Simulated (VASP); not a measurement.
# AlH8 (P-6m2) in VASP: further runs, part 2 of 2

VASP 6.6.1. The steps go on from the part before.

### 3 Relaxation of cell and atoms, PBE

This run uses another cell than the first one, of 18.29 Å³/atom, 0.806 times its volume.

Contents of INCAR:

```
SYSTEM = AlH8
ALGO = Normal ; EDIFF = 1E-6
EDIFFG = -0.01 ; ENCUT = 600
GGA = PE ; IBRION = 2
ISIF = 3 ; ISMEAR = 0
LASPH = .TRUE. ; LCHARG = .FALSE.
LREAL = .FALSE. ; LWAVE = .FALSE.
NELM = 100 ; NSW = 100
PREC = Accurate ; SIGMA = 0.1
```

Contents of KPOINTS:

```
k-points
0
G
  9 9 8
  0 0 0
```

Contents of POSCAR:

```
AlH8
1.0
    5.9189003686      0.0000000000      0.0000000000
   -2.9594501843      5.1259180817      0.0000000000
    0.0000000000      0.0000000000      5.4256742557
Al H
1 8
Direct
    0.0000000000      0.0000000000      0.5000000000
    0.8440177310      0.1559822690      0.5000000000
    0.8440177310      0.6880354619      0.5000000000
    0.3119645381      0.1559822690      0.5000000000
    0.0000000000      0.0000000000      0.9309840628
    0.0000000000      0.0000000000      0.0690159372
    0.6666666667      0.3333333333      0.0000000000
    0.3333333333      0.6666666667      0.4310340412
    0.3333333333      0.6666666667      0.5689659588
```

Potentials or basis: VASP PAW PBE potentials, release 64 (Al, H).

Command:

```
$ cat potpaw_PBE.64/Al/POTCAR potpaw_PBE.64/H/POTCAR > POTCAR
$ mpirun -np 1 vasp_std > vasp.out
```

OUTCAR:

```text
SYSTEM = AlH8
   EDIFF = 1E-6
   EDIFFG = -0.01
   ENCUT = 600
   GGA = PE
   IBRION = 2
   ISIF = 3
   ISMEAR = 0
   LASPH = .TRUE.
   LREAL = .FALSE.
   NELM = 100
   NSW = 100
   PREC = Accurate

 ion  position               nearest neighbor table
   1  0.000  0.000  0.500-   2 1.60   4 1.60   3 1.60
   2  0.844  0.156  0.500-   1 1.60
   3  0.844  0.688  0.500-   1 1.60
   4  0.312  0.156  0.500-   1 1.60
   5  0.000  0.000  0.931-   6 0.75
   6  0.000  0.000  0.069-   5 0.75
   7  0.667  0.333  0.000-
   8  0.333  0.667  0.431-   9 0.75
   9  0.333  0.667  0.569-   8 0.75

  LATTYP: Found a hexagonal cell.
 ALAT       =     5.9189003686
 C/A-ratio  =     0.9166692997

  Lattice vectors:

 A1 = (   5.9189003686,   0.0000000000,   0.0000000000)
 A2 = (  -2.9594501843,   5.1259180817,   0.0000000000)
 A3 = (   0.0000000000,   0.0000000000,   5.4256742557)

Analysis of symmetry for initial positions (statically):
=====================================================================
 Subroutine PRICEL returns:
 Original cell was already a primitive cell.

 Routine SETGRP: Setting up the symmetry group for a
 hexagonal supercell.

 Subroutine GETGRP returns: Found 12 space group operations
 (whereof 12 operations were pure point group operations)
 out of a pool of 24 trial point group operations.

The static configuration has the point symmetry D_3h.

Analysis of symmetry for dynamics (positions and initial velocities):
=====================================================================
 Subroutine PRICEL returns:
 Original cell was already a primitive cell.

 Routine SETGRP: Setting up the symmetry group for a
 hexagonal supercell.

 Subroutine GETGRP returns: Found 12 space group operations
 (whereof 12 operations were pure point group operations)
 out of a pool of 24 trial point group operations.

The dynamic configuration has the point symmetry D_3h.

 Subroutine INISYM returns: Found 12 space group operations
[... 158 lines left out ...]
  ---------------------------------------------------
  free energy    TOTEN  =       -26.06632759 eV

  energy without entropy =      -26.03580730  energy(sigma->0) =      -26.05106745

------------------------ aborting loop because EDIFF is reached ----------------------------------------

  FORCE on cell =-STRESS in cart. coord.  units (eV):
  Direction    XX          YY          ZZ          XY          YZ          ZX
  --------------------------------------------------------------------------------------
  -------------------------------------------------------------------------------------
  Total        0.1320658      0.1320658      0.0349533      0.0000000     -0.0000000      0.0000000
  in kB        1.2853887      1.2853887      0.3401981      0.0000000     -0.0000000      0.0000000
  external PRESSURE =       0.9703251 kB  Pullay stress =       0.0000000 kB
[... 110 lines left out ...]
  FREE ENERGIE OF THE ION-ELECTRON SYSTEM (eV)
  ---------------------------------------------------
  free  energy   TOTEN  =       -26.0664707162 eV

  energy  without entropy=      -26.0358727546  energy(sigma->0) =      -26.05117174

[... ionic steps 4 to 16 ...]

--------------------------------------- Ionic step       17  -------------------------------------------

 number of electron      11.0000001 magnetization

------------------------ aborting loop because EDIFF is reached ----------------------------------------
[... 81 lines left out ...]
--------------------------------------- Ionic step       19  -------------------------------------------

 number of electron      11.0000001 magnetization

 Free energy of the ion-electron system (eV)
  ---------------------------------------------------
  ext. energy  EPLUGINS =         0.00000000
  ---------------------------------------------------
  free energy    TOTEN  =       -26.07318131 eV

  energy without entropy =      -26.03536380  energy(sigma->0) =      -26.05427255

 E-fermi :  -4.1454     XC(G=0):  -4.8671

 val. band max:       -4.1486066312   @ k =   0.2222   0.1111   0.2500
 cond. band min:      -4.1413342574   @ k =   0.1111   0.1111   0.1250
 fundamental gap:      0.0072723738
 Fermi energy:        -4.1453571482

 k-point     1 :       0.0000    0.0000    0.0000
  band No.  band energies     occupation
      1     -10.5908      2.00000
      2      -8.6516      2.00000
      3      -7.5419      2.00000
      4      -5.2906      2.00000
      5      -5.2906      2.00000
      6      -4.1919      1.48962
      7      -1.8654      0.00000
      8       1.9192      0.00000
      9       1.9350      0.00000
     10       1.9350      0.00000
[... 287 lines left out ...]
 k-point    24 :       0.3333    0.3333    0.1250
  band No.  band energies     occupation
      1     -10.5121      2.00000
      2      -8.4237      2.00000
      3      -7.9135      2.00000
      4      -5.7674      2.00000
      5      -5.2457      2.00000
      6      -4.0322      0.10953
      7      -1.5355      0.00000
      8       1.7046      0.00000
      9       2.7312      0.00000
     10       2.9007      0.00000

 [... further k-points ...]
[... 5 lines left out ...]
  --------------------------------------------------------------------------------------
  -------------------------------------------------------------------------------------
  Total        0.0253353      0.0253353      0.0586010     -0.0000000      0.0000000     -0.0000000
  in kB        0.2254301      0.2254301      0.5214231     -0.0000000      0.0000000     -0.0000000
  external PRESSURE =       0.3240945 kB  Pullay stress =       0.0000000 kB
[... 24 lines left out ...]
  FREE ENERGIE OF THE ION-ELECTRON SYSTEM (eV)
  ---------------------------------------------------
  free  energy   TOTEN  =       -26.0731813059 eV

  energy  without entropy=      -26.0353637953  energy(sigma->0) =      -26.05427255

 reached required accuracy - stopping structural energy minimisation
```

CONTCAR:

```text
AlH8
   1.00000000000000
     6.1229232123126067   -0.0000000000000000    0.0000000000000000
    -3.0614616061563034    5.3026070473098832   -0.0000000000000000
    -0.0000000000000000    0.0000000000000000    5.5459607550291912
  Al              H
     1     8
Direct
     0.0000000000000000    1.0000000000000000    0.5000000000000000
     0.8493317462365254    0.1506682537634754    0.5000000000000000
     0.8493317462365245    0.6986634923730474    0.5000000000000000
     0.3013365076269517    0.1506682537634754    0.5000000000000000
     0.0000000000000000    1.0000000000000000    0.9324929633242223
     0.0000000000000000    1.0000000000000000    0.0675070366757778
     0.6666666667000030    0.3333333332999970    0.0000000000000000
     0.3333333332999970    0.6666666667000030    0.4325471294528173
     0.3333333332999970    0.6666666667000030    0.5674528705471826

  0.00000000E+00  0.00000000E+00  0.00000000E+00
  0.00000000E+00  0.00000000E+00  0.00000000E+00
  0.00000000E+00  0.00000000E+00  0.00000000E+00
  0.00000000E+00  0.00000000E+00  0.00000000E+00
  0.00000000E+00  0.00000000E+00  0.00000000E+00
  0.00000000E+00  0.00000000E+00  0.00000000E+00
  0.00000000E+00  0.00000000E+00  0.00000000E+00
  0.00000000E+00  0.00000000E+00  0.00000000E+00
  0.00000000E+00  0.00000000E+00  0.00000000E+00
```

Run time: 13 min. Hardware: 1 thread of Intel Xeon Platinum 8259CL at 2.50GHz (Skylake/Cascade Lake), shared host; peak memory 0.4 GiB.

What came out:

| Item | Value |
| --- | --- |
| Free energy | -26.0732 eV |
| Relaxed volume | 20.01 Å³/atom |
| Relaxed cell | a = 6.123 Å, b = 6.123 Å, c = 5.546 Å, α = 90.00°, β = 90.00°, γ = 120.00° |
| Space group after relaxing (to 0.05 Å) | P-6m2 (No. 187) |
| Energy gained by relaxing | 0.8 meV/atom |
| Ionic steps | 19 |
| Pressure after relaxing | 0.0 GPa |
| Largest force after relaxing | 0.007 eV/Å |

Forces on the atoms (eV/Å):
```
Al   0.000  0.000  0.000
H    0.001 -0.001  0.000
H    0.000  0.001  0.000
H   -0.001 -0.001  0.000
H    0.000  0.000  0.007
H    0.000  0.000 -0.007
H    0.000  0.000  0.000
H    0.000  0.000 -0.002
H    0.000  0.000  0.002
```

The path:
```csv
step,energy change (eV),largest force (eV/Å),pressure (GPa),volume (Å³)
1,0.0000,0.0215,0.10,164.61
2,-0.0001,0.0472,0.11,164.88
3,-0.0001,0.0490,0.11,164.89
4,-0.0002,0.0455,0.10,165.01
5,-0.0004,0.0346,0.08,165.36
6,-0.0008,0.0520,0.03,166.08
7,-0.0010,0.0936,-0.06,167.51
8,-0.0011,0.0935,-0.06,167.72
9,-0.0015,0.0937,-0.06,168.35
10,-0.0022,0.0941,-0.07,169.62
11,-0.0034,0.0938,-0.07,172.16
12,-0.0051,0.1031,-0.07,177.33
13,-0.0061,0.1552,-0.05,178.94
14,-0.0061,0.1243,-0.06,178.74
15,-0.0067,0.0356,0.07,180.04
16,-0.0067,0.0488,0.05,179.84
17,-0.0068,0.0686,0.05,179.96
18,-0.0068,0.0187,0.05,179.91
19,-0.0069,0.0070,0.03,180.06
```

Final structure:
```
CELL_PARAMETERS angstrom
6.12292 0.00000 0.00000
-3.06146 5.30261 0.00000
0.00000 0.00000 5.54596
ATOMIC_POSITIONS crystal
Al 0.00000 0.00000 0.50000
H 0.84933 0.15067 0.50000
H 0.84933 0.69866 0.50000
H 0.30134 0.15067 0.50000
H 0.00000 0.00000 0.93249
H 0.00000 0.00000 0.06751
H 0.66667 0.33333 0.00000
H 0.33333 0.66667 0.43255
H 0.33333 0.66667 0.56745
```

### 4 Single point, PBE

Contents of INCAR:

```
SYSTEM = AlH8
  ALGO = Normal
  EDIFF = 1E-6
  ENCUT = 520
  GGA = PE
  ISIF = 2
  ISMEAR = 0
  LASPH = .TRUE.
  LCHARG = .FALSE.
  LREAL = .FALSE.
  LWAVE = .FALSE.
  NBANDS = 16
  NELM = 100
  PREC = Accurate
  SIGMA = 0.1
```

Contents of KPOINTS:

```
k-points
0
G
  9 9 6
  0 0 0
```

Contents of POSCAR:

```
AlH8
1.0
    6.3669683523      0.0000000000      0.0000000000
   -3.1834841761      5.5139563382      0.0000000000
    0.0000000000      0.0000000000      5.8184711574
Al H
1 8
Direct
    0.0000000000      0.0000000000      0.5000000000
    0.8552255015      0.1447744985      0.5000000000
    0.8552255015      0.7104510029      0.5000000000
    0.2895489971      0.1447744985      0.5000000000
    0.0000000000      0.0000000000      0.9356141250
    0.0000000000      0.0000000000      0.0643858750
    0.6666666667      0.3333333333      0.0000000000
    0.3333333333      0.6666666667      0.4356285675
    0.3333333333      0.6666666667      0.5643714325
```

Command:

```
$ cat potpaw_PBE.64/Al/POTCAR potpaw_PBE.64/H/POTCAR > POTCAR
$ mpirun -np 1 vasp_std > vasp.out
```

Run time: 2.2 min. Hardware: 1 thread of Intel Xeon Platinum 8259CL at 2.50GHz (Skylake/Cascade Lake), shared host; peak memory 0.38 GiB.

It converged, with:

```
Free energy   : -26.0797 eV
Pressure      : -0.1 GPa
Largest force : 0.010 eV/Å
```

Forces in eV/Å, atoms in the order of the input:
```
Al   0.000  0.000  0.000
H    0.004 -0.002  0.000
H    0.000  0.004  0.000
H   -0.004 -0.002  0.000
H    0.000  0.000  0.010
H    0.000  0.000 -0.010
H    0.000  0.000  0.000
H    0.000  0.000  0.010
H    0.000  0.000 -0.010
```

Levels at points of the mesh, in eV from the Fermi level:
| k point | band 3 | band 4 | band 5 | band 6 | band 7 | band 8 | band 9 | band 10 |
| --- | --- | --- | --- | --- | --- | --- | --- | --- |
| (0.00, 0.00, 0.00) | -3.45 | -1.06 | -1.06 | -0.03 | 2.54 | 6.05 | 6.20 | 6.20 |
| (0.00, 0.00, 0.50) | -3.69 | -1.04 | -1.04 | -0.05 | 4.42 | 4.86 | 6.54 | 6.54 |

### 5 Relaxation of cell and atoms, PBE

Contents of INCAR:

```
  ALGO = Normal
  EDIFF = 1E-7
  EDIFFG = -0.01
  ENCUT = 600
  GGA = PE
  IBRION = 2
  ISIF = 3
  ISMEAR = 0
  LASPH = T
  LCHARG = F
  LREAL = F
  LWAVE = F
  NELM = 100
  NSW = 100
  PREC = Accurate
  SIGMA = 0.1
```

Contents of KPOINTS:

```
k-points
0
Gamma
  9 9 6
```

Edit POSCAR of step 4 so:

```diff
@@ -3,3 +3,3 @@
     6.3669683523      0.0000000000      0.0000000000
-   -3.1834841761      5.5139563382      0.0000000000
+   -3.1834841761      5.5139563381      0.0000000000
     0.0000000000      0.0000000000      5.8184711574
```

Command:

```
$ cat potpaw_PBE.64/Al/POTCAR potpaw_PBE.64/H/POTCAR > POTCAR
$ mpirun -np 1 vasp_std > vasp.out
```

Wall time 3.9 min (1 thread of Intel Xeon Platinum 8259CL at 2.50GHz (Skylake/Cascade Lake), shared host); peak memory 0.44 GiB.

The run converged. Its results:

* Free energy: -26.0844 eV
* Energy gained by relaxing: 0.0 meV/atom
* Ionic steps: 3
* Pressure after relaxing: 0.0 GPa
* Largest force after relaxing: 0.005 eV/Å

Forces in eV/Å, atoms in the order of the input:
```
Al   0.000  0.000  0.000
H    0.004 -0.002  0.000
H    0.000  0.005  0.000
H   -0.004 -0.002  0.000
H    0.000  0.000 -0.001
H    0.000  0.000  0.001
H    0.000  0.000  0.000
H    0.000  0.000 -0.001
H    0.000  0.000  0.001
```

Final structure:
```
CELL_PARAMETERS angstrom
6.36690 0.00000 0.00000
-3.18345 5.51389 0.00000
0.00000 0.00000 5.81839
ATOMIC_POSITIONS crystal
Al 0.00000 0.00000 0.50000
H 0.85523 0.14477 0.50000
H 0.85523 0.71047 0.50000
H 0.28953 0.14477 0.50000
H 0.00000 0.00000 0.93566
H 0.00000 0.00000 0.06434
H 0.66667 0.33333 0.00000
H 0.33333 0.66667 0.43567
H 0.33333 0.66667 0.56433
```

Levels at points of the mesh, in eV from the Fermi level:
```csv
k point,band 2,band 3,band 4,band 5,band 6,band 7,band 8,band 9,band 10
"(0.00, 0.00, 0.00)",-4.33,-3.46,-1.06,-1.06,-0.03,2.54,6.05,6.20,6.20
"(0.00, 0.00, 0.50)",-4.61,-3.69,-1.04,-1.04,-0.05,4.42,4.86,6.54,6.54
```

### 6 Overview

| task | cell | k mesh | cutoff (eV) | gap on the mesh (eV) | pressure (GPa) | relaxed volume (Å³/atom) | largest force (eV/Å) |
| --- | --- | --- | --- | --- | --- | --- | --- |
| single point | a = 6.367, b = 6.367, c = 5.818 Å, angles 90.0, 90.0, 120.0°, 9 atoms | 9 × 9 × 8 | 520 | none | -0.1 | - | 0.01 |
| relaxation of cell and atoms | relaxed from a = 5.919, b = 5.919, c = 5.426 Å, angles 90.0, 90.0, 120.0°, 9 atoms | 9 × 9 × 8 | 600 | none | 0.0 | 20.01 | 0.01 |
| single point | a = 6.367, b = 6.367, c = 5.818 Å, angles 90.0, 90.0, 120.0°, 9 atoms | 9 × 9 × 6 | 520 | none | -0.1 | - | 0.01 |
| relaxation of cell and atoms | relaxed from a = 6.367, b = 6.367, c = 5.818 Å, angles 90.0, 90.0, 120.0°, 9 atoms | 9 × 9 × 6 | 600 | none | 0.0 | 22.70 | - |

Alike in all rows: level PBE; potentials or basis VASP PAW PBE potentials, release 64 (Al, H); no spin polarisation; smearing gaussian 0.1 eV.

Absolute energies hang on the potentials; compare differences alone.
